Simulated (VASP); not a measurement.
A run of VASP 6.6.1 is set up as follows.

INCAR

```
SYSTEM = SnSe
PREC = Accurate ; ENCUT = 520
EDIFF = 1E-8 ; ISMEAR = -1
SIGMA = 0.02 ; LREAL = .False.
LASPH = .True. ; NELM = 80
ALGO = Normal ; ISIF = 2
LWAVE = .False. ; LCHARG = .False.
GGA = CA ; LEFG = .True.
NBANDS = 17
```

The input KPOINTS:

```
regular mesh
0
Gamma
  9 9 9
  0 0 0
```

File POSCAR:

```
SnSe
1.0
    0.0000000000      2.9498000000      3.0100000000
    2.9498000000      0.0000000000      3.0100000000
    2.9498000000      2.9498000000      0.0000000000
Sn Se
1 1
Direct
    0.0000000000      0.0000000000      0.0000000000
    0.5000000000      0.5000000000      0.5000000000
```

Potentials or basis: VASP PAW LDA potentials, release 64 (Sn_d, Se).

Run with:

```sh
$ cat potpaw_LDA.64/Sn_d/POTCAR potpaw_LDA.64/Se/POTCAR > POTCAR
$ mpirun -np 1 vasp_std > vasp.out
```

Question: Estimate the pressure.

Answer: -1.1 GPa.

Question: What does it give for the band gap on the k mesh?

Answer: 0.38 eV, indirect (least direct gap 0.43 eV).

Electric field gradients, principal values (V/Å²):
| atom | least | middle | greatest (by size) |
| --- | --- | --- | --- |
| 1 Sn | -14.642 | -14.648 | 29.289 |
| 2 Se | -2.052 | -2.053 | 4.106 |

Caveat: the cell differs from its parent crystal (equal xx and yy strain of -2 %); without QUAD_EFG the Cq values of the log hold for a quadrupole moment of 1 mb, not for the nuclei; spin-orbit coupling is left out, which moves the levels of the heavy elements. A k mesh can miss the band edges.
